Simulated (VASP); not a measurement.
A run of VASP 6.6.1 is set up as follows.

File INCAR:

```
SYSTEM = NaH8ClO4
ALGO     = Normal         ! electronic algorithm
EDIFF    = 1E-6           ! SCF threshold, eV
ENCUT    = 840            ! plane-wave cutoff, eV
GGA      = PE             ! functional
GGA_COMPAT= .False.      
ISIF     = 2              ! what is computed and relaxed
ISMEAR   = -1             ! smearing method
IVDW     = 12             ! dispersion correction
LASPH    = .True.         ! aspherical terms in the spheres
LCHARG   = .False.        ! write CHGCAR
LREAL    = .False.        ! projectors in reciprocal space
LWAVE    = .False.        ! write WAVECAR
NBANDS   = 37             ! bands
NELM     = 120            ! most SCF steps
PREC     = Accurate       ! precision mode
SIGMA    = 0.02           ! smearing width, eV
```

File KPOINTS:

```
k-points
0
Gamma
  1 1 1
  0 0 0
```

File POSCAR:

```
NaH8ClO4
1.0
    5.4737040000      0.0000000000      0.0000000000
    0.0000000000      5.4737040000      0.0000000000
    0.0000000000      0.0000000000      5.4737040000
O H Na Cl
4 8 1 1
Direct
    0.3323191785      0.2962507794      0.4632919301
    0.5228580054      0.7069524099      0.2627558778
    0.2976048240      0.0630734787     -0.0553991695
   -0.0322926582      0.8574864685      0.5305190052
    0.4135727806      0.4481698620      0.4089736238
    0.2590972010      0.2336629466      0.3130093298
    0.3895915298      0.6849130026      0.1445784961
    0.6729601065      0.6529215097      0.1757157858
    0.2081221252      0.1988168498     -0.1312871273
    0.1756547704     -0.0684914370     -0.0441494208
   -0.0106720088      0.7773461707      0.3717798356
   -0.0037822166      0.7276976917      0.6528779710
    0.5629098855     -0.0196993386      0.5978919390
    0.0008033768      0.5620851060      0.0051175234
```

Potentials or basis: VASP PAW PBE potentials, release 64 (O, H, Na_sv, Cl).

The run is started by

```sh
$ cat potpaw_PBE.64/O/POTCAR potpaw_PBE.64/H/POTCAR potpaw_PBE.64/Na_sv/POTCAR potpaw_PBE.64/Cl/POTCAR > POTCAR
$ mpirun -np 1 vasp_gam > vasp.out
```

Q: What does it give for the dispersion energy per atom?

A: -0.056 eV.

Q: What does it give for the pressure?

A: 0.8 GPa.

Q: Predict the largest force.

A: 0.189 eV/Å.

Stress tensor (GPa, compression positive):
```
 0.36  0.07  0.80
 0.07  1.61 -1.27
 0.80 -1.27  0.47
```

Caveat: the k points lie up to 1.15 Å⁻¹ apart, too coarse for converged energies, forces and pressures.
